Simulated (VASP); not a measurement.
# Rb in VASP: further runs

Rb is run at these levels: PBE+D3(BJ), PBE0+D3(BJ); tasks: single point.

All numbers are computed with VASP 6.6.1; they aren't measurements. Logs are shortened: lines on timing, memory, paths and dates and some standing lists are left out, and cuts for length are marked.

**1. The cell of the first run**

The typed cell holds 1 atom: a = 4.831 Å, b = 4.740 Å, c = 4.981 Å, α = 109.17°, β = 110.39°, γ = 108.61°.

**2. Single point, PBE+D3(BJ) (the cell strained at random)**

INCAR

```
SYSTEM = Rb
ALGO = Normal
EDIFF = 1E-6
ENCUT = 520
GGA = PE
ISIF = 2
ISMEAR = -1
IVDW = 12
LASPH = .True.
LCHARG = .False.
LREAL = .False.
LWAVE = .False.
NBANDS = 10
NELM = 80
PREC = Accurate
SIGMA = 0.1
```

KPOINTS

```
k-points
0
Gamma
  7 7 7
  0 0 0
```

POSCAR

```
Rb
1.0
   -2.8002660000      2.7356390000      2.8314420000
    2.7130980000     -2.7440370000      2.7526730000
    2.9212270000      2.8649980000     -2.8398410000
Rb
1
Direct
    0.0000000000      0.0000000000      0.0000000000
```

Potentials or basis: VASP PAW PBE potentials, release 64 (Rb_sv).

The run is started by

```console
$ cat potpaw_PBE.64/Rb_sv/POTCAR > POTCAR
$ mpirun -np 1 vasp_std > vasp.out
```

OUTCAR:

```text
SYSTEM = Rb
   EDIFF = 1E-6
   ENCUT = 520
   GGA = PE
   ISIF = 2
   ISMEAR = -1
   IVDW = 12
   LASPH = .True.
   LREAL = .False.
   NELM = 80
   PREC = Accurate
 IVDW          = 12

 ion  position               nearest neighbor table
   1  0.000  0.000  0.000-

  LATTYP: Found a triclinic cell.
 ALAT       =     7.8102527189
 B/A-ratio  =     0.6068979301
 C/A-ratio  =     1.0111091079
 COS(alpha) =     0.0025244631
 COS(beta)  =     0.5101738190
 COS(gamma) =     0.8069085225

  Lattice vectors:

 A1 = (  -5.5471570000,  -0.1125630000,  -5.4969470000)
 A2 = (  -2.7130980000,   2.7440370000,  -2.7526730000)
 A3 = (  -0.0337930000,  -5.5922390000,  -5.5757160000)

Analysis of symmetry for initial positions (statically):
=====================================================================
 Subroutine PRICEL returns:
 Original cell was already a primitive cell.

 Routine SETGRP: Setting up the symmetry group for a
 triclinic supercell.

 Subroutine GETGRP returns: Found  2 space group operations
 (whereof  2 operations were pure point group operations)
 out of a pool of  2 trial point group operations.

The static configuration has the point symmetry S_2 .

Analysis of symmetry for dynamics (positions and initial velocities):
=====================================================================
 Subroutine PRICEL returns:
 Original cell was already a primitive cell.

 Routine SETGRP: Setting up the symmetry group for a
 triclinic supercell.

 Subroutine GETGRP returns: Found  2 space group operations
 (whereof  2 operations were pure point group operations)
 out of a pool of  2 trial point group operations.

The dynamic configuration has the point symmetry S_2 .

 Subroutine INISYM returns: Found  2 space group operations
 (whereof  2 operations are pure point group operations),
 and found     1 'primitive' translations

----------------------------------------------------------------------------------------

                                     Primitive cell

  volume of cell :      88.0434

  direct lattice vectors                    reciprocal lattice vectors
    -2.800266000  2.735639000  2.831442000    -0.001065087  0.178843057  0.179331744
     2.713098000 -2.744037000  2.752673000     0.180375322 -0.003622925  0.181889616
[... 84 lines left out ...]
   LREAL  =      F    real-space projection
   EDIFFG = 0.1E-04   stopping-criterion for IOM
   NSW    =      0    number of steps for IOM
   IBRION =     -1    ionic relax: 0-MD 1-quasi-New 2-CG
   NFREE  =      0    steps in history (QN), initial steepest desc. (CG)
   ISIF   =      2    stress and relaxation
   ISYM   =      2    0-nonsym 1-usesym 2-fastsym
   POTIM  = 0.5000    time-step for ionic-motion
   TEBEG  =    0.0;   TEEND  =   0.0 temperature during run
   PSTRESS=    0.0 pullay stress
   NELECT =       9.0000    total number of electrons
   NUPDOWN=      -1.0000    fix difference up-down
   EMIN   =  10.00;   EMAX   =-10.00  energy-range for DOS
   EFERMI =   0.00;   METHOD = LEGACY
   ISMEAR =    -1;   SIGMA  =   0.10  broadening in eV -4-tet -1-fermi 0-gaus
   EFERMI_NEDOS =   21; number of points for ismear=-14 and -15
   IALGO  =     38    algorithm
   IMIX   =      4    mixing-type and parameters
     AMIX     =   0.40;   BMIX     =  1.00
     AMIX_MAG =   1.60;   BMIX_MAG =  1.00
  volume/ion in A,a.u.               =      88.04       594.15
  Fermi-wavevector in a.u.,A,eV,Ry     =   0.765462  1.446513  7.972082  0.585931
  Thomas-Fermi vector in A             =   1.865587
   LORBIT       =      0    0 simple, 1 ext, 2 COOP (PROOUT), +10 PAW based schemes
   GGA     = PE    functional components
   LHFCALC =     F    Hartree Fock is set to
   AEXX    =    0.0000 exact exchange contribution
   IVDW    =    12    specifies the selected vdW correction
   LEPSILON=     F    determine dielectric tensor
   LRPA    =     F    only Hartree local field effects (RPA)
 non-spin polarized calculation
  energy-cutoff  :      520.00
  volume of cell :       88.04
 maximum number of plane-waves:      2403
   NGX = 17   NGY = 17   NGZ = 19

 number of electron       9.0000000 magnetization

 Free energy of the ion-electron system (eV)
  ---------------------------------------------------
  ext. energy  EPLUGINS =         0.00000000
  ---------------------------------------------------
  free energy    TOTEN  =        -0.95032768 eV

  energy without entropy =       -0.92189180  energy(sigma->0) =       -0.93610974

 E-fermi :   0.0831     XC(G=0):  -5.5461

 val. band max:        0.0763074762   @ k =  -0.2857   0.4286   0.1429
 cond. band min:       0.1170465170   @ k =  -0.1429   0.1429   0.4286
 fundamental gap:      0.0407390409
 Fermi energy:         0.0830519504

 k-point     1 :       0.0000    0.0000    0.0000
  band No.  band energies     occupation
      1     -28.8010      2.00000
      2     -12.8421      2.00000
      3     -12.8396      2.00000
      4     -12.8364      2.00000
      5      -1.9283      2.00000
      6       3.6787      0.00000
      7       3.7339      0.00000
      8       3.9266      0.00000
      9       4.7738      0.00000
     10       4.7987      0.00000
[... 287 lines left out ...]
 k-point    24 :      -0.2857    0.4286    0.0000
  band No.  band energies     occupation
      1     -28.7959      2.00000
      2     -12.9370      2.00000
      3     -12.8737      2.00000
      4     -12.8473      2.00000
      5      -0.2956      1.95566
      6       1.8758      0.00000
      7       2.5887      0.00000
      8       4.2254      0.00000
      9       4.7200      0.00000
     10       5.2572      0.00000

 [... further k-points ...]

------------------------ aborting loop because EDIFF is reached ----------------------------------------

 Edisp (eV)   -0.10508

 E8    (eV) :    -0.0603

  FORCE on cell =-STRESS in cart. coord.  units (eV):
  Direction    XX          YY          ZZ          XY          YZ          ZX
  --------------------------------------------------------------------------------------
  -------------------------------------------------------------------------------------
  Total      -0.04679    -0.04489    -0.04293    -0.05851    -0.00138     0.04151
  in kB      -0.85153    -0.81695    -0.78124    -1.06471    -0.02513     0.75534
  external pressure =       -0.82 kB  Pullay stress =        0.00 kB

 VOLUME and BASIS-vectors are now :
 -----------------------------------------------------------------------------
  energy-cutoff  :      520.00
  volume of cell :       88.04
      direct lattice vectors                 reciprocal lattice vectors
    -2.800266000  2.735639000  2.831442000    -0.001065087  0.178843057  0.179331744
     2.713098000 -2.744037000  2.752673000     0.180375322 -0.003622925  0.181889616
     2.921227000  2.864998000 -2.839841000     0.173776823  0.174802397  0.002975542

 POSITION                                       TOTAL-FORCE (eV/Angst)
 -----------------------------------------------------------------------------------
      0.00000      0.00000      0.00000         0.000000      0.000000      0.000000
 -----------------------------------------------------------------------------------
    total drift:                               -0.000000     -0.000000      0.000000

  FREE ENERGIE OF THE ION-ELECTRON SYSTEM (eV)
  ---------------------------------------------------
  free  energy   TOTEN  =        -1.0554030507 eV

  energy  without entropy=       -1.0269671672  energy(sigma->0) =       -1.04118511
```

stdout:

```text
POSCAR found type information on POSCAR Rb
 POSCAR found :  1 types and       1 ions
 scaLAPACK will be used
 LDA part: xc-table for (Slater+PW92), standard interpolation
 POSCAR, INCAR and KPOINTS ok, starting setup
 FFT: planning ... GRIDC
 FFT: planning ... GRID_SOFT
 FFT: planning ... GRID
 WAVECAR not read
 entering main loop
```

Run time: 2.3 min. Hardware: 1 thread of Oxide Virtual Turin-like, shared host; peak memory 0.28 GiB.

What came out:

```yaml
Free_energy: -1.0554 eV
Pressure: -0.1 GPa
Dispersion_energy_per_atom: -0.105 eV
```

Levels at points of the mesh, in eV from the Fermi level:
```tsv
k point	band 1	band 2	band 3	band 4	band 5	band 6	band 7	band 8	band 9	band 10
(0.00, 0.00, 0.00)	-28.88	-12.93	-12.92	-12.92	-2.01	3.60	3.65	3.84	4.69	4.72
```

Caveat: the cell differs from its parent crystal (the cell strained at random); three body term missing; pairwise dispersion overbinds metals, which lowers pressure and volume.

**3. Single point, PBE0+D3(BJ), collinear spin, ferromagnetic start**

This run uses another cell than the first one, of the same volume but with other edges.

POSCAR

```
Rb
1.0
   -2.8025000000      2.8025000000      2.8025000000
    2.8025000000     -2.8025000000      2.8025000000
    2.8025000000      2.8025000000     -2.8025000000
Rb
1
Direct
    0.0000000000      0.0000000000      0.0000000000
```

INCAR.step1

```
ALGO = Normal ; EDIFF = 1E-5
ENCUT = 520 ; GGA = PE
ISIF = 2 ; ISMEAR = -1
ISPIN = 2 ; LASPH = True
LCHARG = False ; LORBIT = 11
LREAL = False ; LWAVE = True
MAGMOM = 0.5 ; NBANDS = 14
NELM = 150 ; PREC = Accurate
SIGMA = 0.01
```

INCAR.step2

```
AEXX = 0.25 ; ALGO = Normal
EDIFF = 1E-7 ; ENCUT = 520
GGA = PE ; ISIF = 2
ISMEAR = -1 ; ISPIN = 2
ISTART = 1 ; IVDW = 12
LASPH = True ; LCHARG = False
LHFCALC = True ; LORBIT = 11
LREAL = False ; LWAVE = False
MAGMOM = 0.5 ; NBANDS = 14
NELM = 150 ; PREC = Accurate
PRECFOCK = Normal ; SIGMA = 0.01
```

KPOINTS

```
k-points
0
Gamma
  4 4 4
```

Potentials or basis: VASP PAW PBE potentials, release 64 (Rb_sv).

The run is started by

```console
$ cat potpaw_PBE.64/Rb_sv/POTCAR > POTCAR
$ cp INCAR.step1 INCAR
$ mpirun -np 1 vasp_std > vasp.out
$ cp INCAR.step2 INCAR
$ mpirun -np 1 vasp_std > vasp.out
```

It took 13 min on 1 thread of Oxide Virtual Turin-like, shared host; peak memory 0.22 GiB.

It converged, with:

```yaml
Free_energy: -1.2703 eV
Pressure: 0.0 GPa
Net_moment: 0.41 μB per cell
Site_moments: Rb +0.03 μB
Valence_electrons_inside_the_program's_atomic_spheres: Rb 7.35
Dispersion_energy_per_atom: -0.129 eV
```

Levels at points of the mesh, in eV from the Fermi level:
Spin up:
```
           k point  band 1  band 2  band 3  band 4  band 5  band 6  band 7  band 8  band 9
(0.00, 0.00, 0.00)  -32.05  -14.89  -14.89  -14.89   -3.28    4.28    4.28    4.28    5.27
(0.50, 0.00, 0.00)  -32.04  -15.01  -14.93  -14.89    0.01    0.62    3.01    4.91    5.51
(0.50, 0.50, 0.50)  -32.04  -14.97  -14.97  -14.97    1.44    1.44    3.55    3.55    3.55
```
Spin down:
```
           k point  band 2  band 3  band 4  band 5  band 6  band 7
(0.00, 0.00, 0.00)  -14.85  -14.85  -14.85   -2.63    4.43    4.43
(0.50, 0.00, 0.00)  -14.96  -14.89  -14.85    0.73    1.29    3.27
(0.50, 0.50, 0.50)  -14.93  -14.93  -14.93    1.85    1.85    3.96
```

Caveat: the k points lie up to 0.40 Å⁻¹ apart; three body term missing; the PAW data sets were made with another functional, which shifts forces and pressure a little; pairwise dispersion overbinds metals, which lowers pressure and volume.
